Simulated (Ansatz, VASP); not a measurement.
# HfO2: VASP beside Ansatz

INCAR

```
  PREC = Accurate
  ENCUT = 600
  EDIFF = 1E-6
  ISMEAR = 0
  SIGMA = 0.05
  LREAL = F
  LASPH = T
  NELM = 120
  ALGO = Normal
  ISIF = 2
  LWAVE = F
  LCHARG = F
  GGA = PE
  NBANDS = 43
  GGA_COMPAT = F
```

KPOINTS

```
regular mesh
0
Gamma
  6 6 4
```

File POSCAR:

```
HfO2
1.0
    3.6045556753      0.0000000000      0.0000000000
   -1.8022778376      3.1216367841      0.0000000000
    0.0000000000      0.0000000000      8.8293221539
Hf O
3 6
Direct
    0.0000000000      0.0000000000      0.0000000000
    0.3333333333      0.6666666667      0.3333333333
    0.6666666667      0.3333333333      0.6666666667
    0.6666666667      0.3333333333      0.4166666667
    0.0000000000      1.0000000000      0.2500000000
    0.3333333333      0.6666666667      0.0833333333
    0.6666666667      0.3333333333      0.9166666667
    0.3333333333      0.6666666667      0.5833333333
    1.0000000000      1.0000000000      0.7500000000
```

Input for Ansatz:

```yaml
crystal:
  lattice:
    - [3.6045556753, 0.0, 0.0]
    - [-1.8022778376, 3.1216367841, 0.0]
    - [0.0, 0.0, 8.8293221539]
  atoms:
    - { symbol: Hf, position: [0.0, 0.0, 0.0] }
    - { symbol: O, position: [0.6666666667, 0.3333333333, 0.4166666667] }
    - { symbol: O, position: [0.0, 1.0, 0.25] }
    - { symbol: O, position: [0.3333333333, 0.6666666667, 0.0833333333] }
    - { symbol: Hf, position: [0.3333333333, 0.6666666667, 0.3333333333] }
    - { symbol: O, position: [0.6666666667, 0.3333333333, 0.9166666667] }
    - { symbol: Hf, position: [0.6666666667, 0.3333333333, 0.6666666667] }
    - { symbol: O, position: [0.3333333333, 0.6666666667, 0.5833333333] }
    - { symbol: O, position: [1.0, 1.0, 0.75] }
basis:
  ecutwfc: 420
kpoints:
  mp_grid: { grid: [6, 6, 4] }
hamiltonian:
  xc: pbe
scf:
  occupations: { method: gaussian, width: 0.05 }
output:
  forces: true
  stress: true
  eigenvalues: true
```

Alike in both runs: task single point; functional PBE; k mesh 6 × 6 × 4; occupations gaussian, width 0.05 eV; no spin polarisation.

|  | VASP | Ansatz |
| --- | --- | --- |
| version | VASP 6.6.1 | Ansatz 0.2.0 |
| potentials or method | VASP PAW PBE potentials, release 64 (Hf_pv, O), cutoff 600 eV | scalar-relativistic, plane waves, PAW |
| valence electrons in the cell | 66 | 114 |

|  | VASP | Ansatz | Ansatz less VASP |
| --- | --- | --- | --- |
| gap on the k mesh at the Fermi level (eV) | 3.76 | 3.75 | -0.013 |
| least direct gap on the mesh (eV) | 3.76 | 3.75 | -0.013 |
| pressure (GPa) | -3.9 | 0.0 | +3.87 |

VASP's potentials hold 66 valence electrons a cell and Ansatz's 114, so a difference there can come from the potentials and not from the codes.

Spin-orbit coupling is off throughout.
